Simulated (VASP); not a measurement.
# ZrTa3N4 (P1) in VASP: relaxation of cell and atoms with PBE

Aim: the relaxation of cell and atoms of ZrTa3N4 with PBE.

All numbers are computed with VASP 6.6.1; they aren't measurements. Logs are shortened: lines on timing, memory, paths and dates and some standing lists are left out, and cuts for length are marked.

### 1 The cell of the first run

The typed cell holds 8 atoms: a = 2.949 Å, b = 3.009 Å, c = 11.560 Å, α = 89.41°, β = 90.33°, γ = 119.67°.

### 2 Relaxation of cell and atoms, PBE

INCAR

```
  ALGO = Normal
  EDIFF = 1E-6
  EDIFFG = -0.025
  ENCUT = 600
  GGA = PE
  IBRION = 2
  ISIF = 3
  ISMEAR = 0
  LASPH = True
  LCHARG = False
  LREAL = False
  LWAVE = False
  NELM = 100
  NSW = 80
  PREC = Accurate
  SIGMA = 0.2
```

KPOINTS

```
k-points
0
Gamma
  12 12 2
```

POSCAR

```
ZrTa3N4
1.0
    2.9486407062     -0.0085991426     -0.0083807189
   -1.4817674291      2.6191809386      0.0152929321
   -0.0326462876      0.0499396526     11.5602905084
Zr Ta N
1 3 4
Direct
    0.0584916818      0.0389453584     -0.0007764117
   -0.0041205744     -0.0078909504      0.4970608474
    0.0398739373      0.0422949313      0.7450323040
   -0.0102234721     -0.0428802132      0.2552221906
    0.2856163125      0.6509840212      0.6378150143
    0.3164068045      0.6536129316      0.3705254821
    0.3083299910      0.6580677032      0.8707598244
    0.3389586527      0.6735328848      0.1243607488
```

Potentials or basis: VASP PAW PBE potentials, release 64 (Zr_sv, Ta_pv, N).

Run with:

```sh
> cat potpaw_PBE.64/Zr_sv/POTCAR potpaw_PBE.64/Ta_pv/POTCAR potpaw_PBE.64/N/POTCAR > POTCAR
> mpirun -np 1 vasp_std > vasp.out
```

OUTCAR:

```text
EDIFF = 1E-6
   EDIFFG = -0.025
   ENCUT = 600
   GGA = PE
   IBRION = 2
   ISIF = 3
   ISMEAR = 0
   LASPH = True
   LREAL = False
   NELM = 100
   NSW = 80
   PREC = Accurate

 ion  position               nearest neighbor table
   1  0.058  0.039  0.999-   7 2.19   8 2.20   8 2.21   7 2.22   8 2.34   7 2.43   3 2.94   4 2.97

   2  0.996  0.992  0.497-   6 2.25   6 2.26   6 2.27   5 2.29   5 2.38   5 2.44   4 2.80   3 2.87

   3  0.040  0.042  0.745-   5 2.02   5 2.08   7 2.18   7 2.22   5 2.30   7 2.37   2 2.87   1 2.94

   4  0.990  0.957  0.255-   6 2.09   6 2.18   8 2.23   8 2.25   6 2.27   8 2.40   2 2.80   1 2.97

   5  0.286  0.651  0.638-   3 2.02   3 2.08   2 2.29   3 2.30   2 2.38   2 2.44
   6  0.316  0.654  0.371-   4 2.09   4 2.18   2 2.25   2 2.26   4 2.27   2 2.27
   7  0.308  0.658  0.871-   3 2.18   1 2.19   3 2.22   1 2.22   3 2.37   1 2.43
   8  0.339  0.674  0.124-   1 2.20   1 2.21   4 2.23   4 2.25   1 2.34   4 2.40

  LATTYP: Found a triclinic cell.
 ALAT       =     3.0093151010
 B/A-ratio  =     0.9950698202
 C/A-ratio  =     3.8415533382
 COS(alpha) =     0.0046910018
 COS(beta)  =     0.0102321344
 COS(gamma) =     0.5175847357

  Lattice vectors:

 A1 = (   1.4817674291,  -2.6191809386,  -0.0152929321)
 A2 = (  -1.4668732771,  -2.6105817960,  -0.0069122132)
 A3 = (   0.0326462876,  -0.0499396526, -11.5602905084)

Analysis of symmetry for initial positions (statically):
=====================================================================
 Subroutine PRICEL returns:
 Original cell was already a primitive cell.

 Routine SETGRP: Setting up the symmetry group for a
 triclinic supercell.

 Subroutine GETGRP returns: Found  1 space group operations
 (whereof  1 operations were pure point group operations)
 out of a pool of  2 trial point group operations.

The static configuration has the point symmetry C_1 .

Analysis of symmetry for dynamics (positions and initial velocities):
=====================================================================
 Subroutine PRICEL returns:
 Original cell was already a primitive cell.

 Routine SETGRP: Setting up the symmetry group for a
 triclinic supercell.

 Subroutine GETGRP returns: Found  1 space group operations
 (whereof  1 operations were pure point group operations)
 out of a pool of  2 trial point group operations.

The dynamic configuration has the point symmetry C_1 .

 Subroutine INISYM returns: Found  1 space group operations
 (whereof  1 operations are pure point group operations),
 and found     1 'primitive' translations

----------------------------------------------------------------------------------------

                                     Primitive cell

  volume of cell :      89.1308

  direct lattice vectors                    reciprocal lattice vectors
     2.948640706 -0.008599143 -0.008380719     0.339700142  0.192180168  0.000129109
    -1.481767429  2.619180939  0.015292932     0.001110616  0.382436691 -0.001648964
    -0.032646288  0.049939653 11.560290508     0.000244799 -0.000366597  0.086505291

  length of vectors
     2.948665155  3.009315101 11.560444472     0.390294017  0.382441859  0.086506415

  position of ions in fractional coordinates (direct lattice)
     0.058491682  0.038945358  0.999223588
     0.995879426  0.992109050  0.497060847
     0.039873937  0.042294931  0.745032304
     0.989776528  0.957119787  0.255222191
     0.285616312  0.650984021  0.637815014
     0.316406804  0.653612932  0.370525482
     0.308329991  0.658067703  0.870759824
     0.338958653  0.673532885  0.124360749

  ion indices of the primitive-cell ions
   primitive index   ion index
                 1           1
                 2           2
                 3           3
                 4           4
                 5           5
                 6           6
                 7           7
                 8           8

----------------------------------------------------------------------------------------

 KPOINTS: k-points

Automatic generation of k-mesh.
 Grid dimensions read from file:
 generate k-points for:   12   12    2

 Generating k-lattice:

  Cartesian coordinates                     Fractional coordinates (reciprocal lattice)
     0.028308345  0.016015014  0.000010759     0.083333333  0.000000000  0.000000000
     0.000092551  0.031869724 -0.000137414    -0.000000000  0.083333333  0.000000000
     0.000122399 -0.000183299  0.043252646    -0.000000000  0.000000000  0.500000000

  Length of vectors
     0.032524501  0.031870155  0.043253207

  Shift w.r.t. Gamma in fractional coordinates (k-lattice)
     0.000000000  0.000000000  0.000000000

 Subroutine IBZKPT returns following result:
 ===========================================

 Found    148 irreducible k-points:

 Following reciprocal coordinates:
            Coordinates               Weight
  0.000000  0.000000  0.000000      1.000000
  0.083333  0.000000  0.000000      2.000000
  0.166667  0.000000 -0.000000      2.000000
  0.250000 -0.000000  0.000000      2.000000
  0.333333  0.000000  0.000000      2.000000
  0.416667  0.000000 -0.000000      2.000000
[... 16 lines left out ...]
  0.250000  0.166667 -0.000000      2.000000
  0.333333  0.166667  0.000000      2.000000
 [... further k-points ...]
   k-points           NKPTS =    148   k-points in BZ     NKDIM =    148   number of bands    NBANDS=     39
   number of dos      NEDOS =    301   number of ions     NIONS =      8
   total plane-waves  NPLWV =  55296
   dimension x,y,z NGX =    24 NGY =   24 NGZ =   96
   dimension x,y,z NGXF=    48 NGYF=   48 NGZF=  192
   ions per type =               1   3   4
   NGX,Y,Z   is equivalent  to a cutoff of  13.53, 13.26, 13.81 a.u.
   NGXF,Y,Z  is equivalent  to a cutoff of  27.06, 26.52, 27.61 a.u.
 SYSTEM =  unknown system
   PREC   = accura    normal or accurate (medium, high low for compatibility)
   ISTART =      0    job   : 0-new  1-cont  2-samecut
   ICHARG =      2    charge: 1-file 2-atom 10-const
   ISPIN  =      1    spin polarized calculation?
   LNONCOLLINEAR =      F non collinear calculations
   LSORBIT =      F    spin-orbit coupling
   LASPH  =      T    aspherical Exc in radial PAW
   ENCUT  =  600.0 eV  44.10 Ry    6.64 a.u.   5.89  6.01 23.09*2*pi/ulx,y,z
   NELM   =    100;   NELMIN=  2; NELMDL= -5     # of ELM steps
   EDIFF  = 0.1E-05   stopping-criterion for ELM
   LREAL  =      F    real-space projection
   EDIFFG = -.3E-01   stopping-criterion for IOM
   NSW    =     80    number of steps for IOM
   IBRION =      2    ionic relax: 0-MD 1-quasi-New 2-CG
   NFREE  =      1    steps in history (QN), initial steepest desc. (CG)
   ISIF   =      3    stress and relaxation
   ISYM   =      2    0-nonsym 1-usesym 2-fastsym
   POTIM  = 0.5000    time-step for ionic-motion
   TEBEG  =    0.0;   TEEND  =   0.0 temperature during run
   PSTRESS=    0.0 pullay stress
   NELECT =      65.0000    total number of electrons
   NUPDOWN=      -1.0000    fix difference up-down
   EMIN   =  10.00;   EMAX   =-10.00  energy-range for DOS
   EFERMI =   0.00;   METHOD = LEGACY
   ISMEAR =     0;   SIGMA  =   0.20  broadening in eV -4-tet -1-fermi 0-gaus
   EFERMI_NEDOS =   21; number of points for ismear=-14 and -15
   IALGO  =     38    algorithm
   IMIX   =      4    mixing-type and parameters
     AMIX     =   0.40;   BMIX     =  1.00
     AMIX_MAG =   1.60;   BMIX_MAG =  1.00
  volume/ion in A,a.u.               =      11.14        75.19
  Fermi-wavevector in a.u.,A,eV,Ry     =   1.473568  2.784639 29.543715  2.171402
  Thomas-Fermi vector in A             =   2.588445
   LORBIT       =      0    0 simple, 1 ext, 2 COOP (PROOUT), +10 PAW based schemes
   GGA     = PE    functional components
   LHFCALC =     F    Hartree Fock is set to
   AEXX    =    0.0000 exact exchange contribution
   IVDW    =     0    specifies the selected vdW correction
   LEPSILON=     F    determine dielectric tensor
   LRPA    =     F    only Hartree local field effects (RPA)
 conjugate gradient relaxation of ions
 non-spin polarized calculation
 Gauss-broadening in eV      SIGMA  =   0.20
  energy-cutoff  :      600.00
  volume of cell :       89.13
 maximum number of plane-waves:      3005
   NGX = 11   NGY = 13   NGZ = 47

--------------------------------------- Ionic step        1  -------------------------------------------

 number of electron      65.0000000 magnetization

 Free energy of the ion-electron system (eV)
  ---------------------------------------------------
  ext. energy  EPLUGINS =         0.00000000
  ---------------------------------------------------
  free energy    TOTEN  =       -85.62477155 eV

  energy without entropy =      -85.57957844  energy(sigma->0) =      -85.60217499

------------------------ aborting loop because EDIFF is reached ----------------------------------------

  FORCE on cell =-STRESS in cart. coord.  units (eV):
  Direction    XX          YY          ZZ          XY          YZ          ZX
  --------------------------------------------------------------------------------------
  -------------------------------------------------------------------------------------
  Total        5.2263169      2.9864311      6.3174060     -1.3042529     -2.1179896      0.5428837
  in kB       93.9460996     53.6828449    113.5590635    -23.4447075    -38.0721015      9.7586510
  external PRESSURE =      87.0626693 kB  Pullay stress =       0.0000000 kB
[... 107 lines left out ...]
  FREE ENERGIE OF THE ION-ELECTRON SYSTEM (eV)
  ---------------------------------------------------
  free  energy   TOTEN  =       -86.5363582405 eV

  energy  without entropy=      -86.4903789352  energy(sigma->0) =      -86.51336859

[... ionic steps 4 to 17 ...]

--------------------------------------- Ionic step       18  -------------------------------------------

 number of electron      65.0000000 magnetization

------------------------ aborting loop because EDIFF is reached ----------------------------------------

  FORCE on cell =-STRESS in cart. coord.  units (eV):
  Direction    XX          YY          ZZ          XY          YZ          ZX
  --------------------------------------------------------------------------------------
  -------------------------------------------------------------------------------------
  Total       -0.0140037     -0.0515667     -0.2002682     -0.0310924     -0.0061887      0.0105742
  in kB       -0.2489078     -0.9165686     -3.5596549     -0.5526505     -0.1100007      0.1879511
  external PRESSURE =      -1.5750437 kB  Pullay stress =       0.0000000 kB
[... 69 lines left out ...]
  energy  without entropy=      -86.8151501346  energy(sigma->0) =      -86.83685592

--------------------------------------- Ionic step       20  -------------------------------------------

 number of electron      65.0000000 magnetization

 Free energy of the ion-electron system (eV)
  ---------------------------------------------------
  ext. energy  EPLUGINS =         0.00000000
  ---------------------------------------------------
  free energy    TOTEN  =       -86.85864042 eV

  energy without entropy =      -86.81530446  energy(sigma->0) =      -86.83697244

 E-fermi :   8.5351     XC(G=0): -13.0327

 val. band max:        8.5133806434   @ k =  -0.0833   0.0833  -0.0000
 cond. band min:       8.5767469166   @ k =   0.0000   0.4167   0.5000
 fundamental gap:      0.0633662732
 Fermi energy:         8.5351385133

 k-point     1 :       0.0000    0.0000    0.0000
  band No.  band energies     occupation
      1     -40.0747      2.00000
      2     -26.7024      2.00000
      3     -26.3272      2.00000
      4     -26.0746      2.00000
      5     -25.8106      2.00000
      6     -25.8104      2.00000
[... 997 lines left out ...]
     38      12.8548      0.00000
     39      12.9840      0.00000

 [... further k-points ...]

------------------------ aborting loop because EDIFF is reached ----------------------------------------

  FORCE on cell =-STRESS in cart. coord.  units (eV):
  Direction    XX          YY          ZZ          XY          YZ          ZX
  --------------------------------------------------------------------------------------
  -------------------------------------------------------------------------------------
  Total        0.0156744      0.0028921     -0.0269459     -0.0064607      0.0033911      0.0019106
  in kB        0.2787526      0.0514321     -0.4792039     -0.1148973      0.0603070      0.0339773
  external PRESSURE =      -0.0496731 kB  Pullay stress =       0.0000000 kB
[... 23 lines left out ...]
  FREE ENERGIE OF THE ION-ELECTRON SYSTEM (eV)
  ---------------------------------------------------
  free  energy   TOTEN  =       -86.8586404163 eV

  energy  without entropy=      -86.8153044647  energy(sigma->0) =      -86.83697244

 reached required accuracy - stopping structural energy minimisation
```

Run time: 65 min. Hardware: 1 thread of Intel Xeon 6975P-C (Granite Rapids), shared host; peak memory 0.65 GiB.

What came out:

```
Free energy                           : -86.8586 eV
Relaxed volume                        : 11.26 Å³/atom
Relaxed cell                          : a = 2.988 Å, b = 2.989 Å, c = 11.647 Å, α = 90.01°, β = 90.00°, γ = 120.00°
Space group after relaxing (to 0.1 Å) : P-6m2 (No. 187)
Energy gained by relaxing             : 154.2 meV/atom
Ionic steps                           : 20
Pressure after relaxing               : 0.0 GPa
Largest force after relaxing          : 0.021 eV/Å
Band gap on the k mesh                : zero (an odd number of electrons rules out a gap without spin polarisation)
```

Forces in eV/Å, atoms in the order of the input:
```
Zr   0.002  0.000  0.017
Ta  -0.004 -0.007  0.007
Ta   0.006 -0.001 -0.002
Ta  -0.003  0.006 -0.020
N   -0.002 -0.002 -0.002
N   -0.004 -0.003 -0.004
N    0.007 -0.005  0.003
N   -0.001  0.012  0.000
```

Step by step:
| step | energy change (eV) | largest force (eV/Å) | pressure (GPa) | volume (Å³) |
| --- | --- | --- | --- | --- |
| 1 | 0.0000 | 4.4971 | 8.71 | 89.13 |
| 2 | -0.2385 | 3.3993 | -16.85 | 97.14 |
| 3 | -0.9116 | 1.1715 | -8.76 | 93.08 |
| 4 | -1.0046 | 1.7461 | 11.63 | 87.10 |
| 5 | -1.1140 | 1.3065 | 2.22 | 89.53 |
| 6 | -1.1922 | 0.4445 | 0.31 | 89.96 |
| 7 | -1.1934 | 0.4028 | 0.48 | 89.91 |
| 8 | -1.2153 | 0.1950 | -0.90 | 90.35 |
| 9 | -1.2191 | 0.2103 | -1.68 | 90.61 |
| 10 | -1.2223 | 0.2072 | 2.20 | 89.50 |
| 11 | -1.2257 | 0.1335 | 0.57 | 89.96 |
| 12 | -1.2292 | 0.1227 | 0.13 | 90.06 |
| 13 | -1.2293 | 0.1485 | 0.05 | 90.08 |
| 14 | -1.2319 | 0.0975 | -0.26 | 90.18 |
| 15 | -1.2324 | 0.1134 | -0.47 | 90.25 |
| 16 | -1.2333 | 0.0607 | 0.50 | 89.96 |
| 17 | -1.2335 | 0.0654 | 0.25 | 90.04 |
| 18 | -1.2337 | 0.0541 | -0.16 | 90.14 |
| 19 | -1.2338 | 0.0288 | -0.04 | 90.11 |
| 20 | -1.2339 | 0.0210 | 0.00 | 90.09 |

Final structure:
```
CELL_PARAMETERS angstrom
2.98849 0.00032 0.00008
-1.49442 2.58807 -0.00043
0.00026 -0.00047 11.64739
ATOMIC_POSITIONS crystal
Zr 0.99959 0.99977 0.99995
Ta 0.00054 0.00044 0.50000
Ta 0.99975 0.00049 0.74804
Ta 0.00009 0.99934 0.25199
N 0.33359 0.66718 0.62319
N 0.33383 0.66669 0.37686
N 0.33289 0.66711 0.86608
N 0.33305 0.66566 0.13389
```

Levels at points of the mesh, in eV from the Fermi level:
```csv
k point,band 30,band 31,band 32,band 33,band 34,band 35,band 36,band 37
"(0.00, 0.00, 0.00)",-2.21,0.29,0.44,0.55,0.55,1.39,1.39,1.50
"(0.50, 0.00, 0.00)",-2.54,-0.84,-0.71,0.36,3.10,3.22,3.63,4.31
"(0.00, 0.50, 0.00)",-2.54,-0.84,-0.71,0.36,3.10,3.22,3.63,4.31
"(0.50, 0.50, 0.00)",-2.54,-0.84,-0.71,0.36,3.09,3.22,3.63,4.31
"(0.00, 0.00, 0.50)",-1.43,-1.20,0.59,0.59,0.86,0.86,2.17,2.20
"(0.50, 0.00, 0.50)",-2.08,-1.85,-0.16,0.29,3.63,3.65,3.86,3.97
"(0.00, 0.50, 0.50)",-2.08,-1.85,-0.16,0.29,3.63,3.65,3.86,3.97
"(0.50, 0.50, 0.50)",-2.08,-1.85,-0.16,0.29,3.63,3.65,3.86,3.97
```

Caveat: spin-orbit coupling is left out, which moves the levels of the heavy elements.

The gap in the log of VASP goes by the Fermi energy; the results here count the filled bands.